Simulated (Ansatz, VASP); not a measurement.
# One calculation of Au3C, two programs

```
CELL_PARAMETERS angstrom
2.94020 0.00000 0.00000
-1.47010 2.54629 0.00000
0.00000 0.00000 21.89749
ATOMIC_POSITIONS crystal
Au 0.66667 0.33333 0.18267
Au 0.33333 0.66667 0.29452
Au 0.00000 0.00000 0.40632
C 0.55556 0.44444 0.46067
```

Alike in both runs: task single point; functional PBE; k mesh 9 × 9 × 1; occupations gaussian, width 0.1 eV; no spin polarisation.

|  | VASP | Ansatz |
| --- | --- | --- |
| version | VASP 6.6.1 | Ansatz 0.2.0 |
| potentials or method | VASP PAW PBE potentials, release 64 (Au, C), cutoff 520 eV | scalar-relativistic, plane waves, PAW |
| valence electrons in the cell | 37 | 61 |

|  | VASP | Ansatz | Ansatz less VASP |
| --- | --- | --- | --- |
| gap on the k mesh at the Fermi level (eV) | none | none | - |
| rms of the force components (eV/Å) | 1.061 | 1.035 | -0.0266 |

Atom by atom the forces differ by 0.029 eV/Å (rms over components). A gap of «none» marks a metal or a gap that the smearing closes. The functional is the same, so the differences come from potentials, cutoffs and numerics. VASP's potentials hold 37 valence electrons a cell and Ansatz's 61, so a difference there can come from the potentials and not from the codes.

Spin-orbit coupling is off throughout.
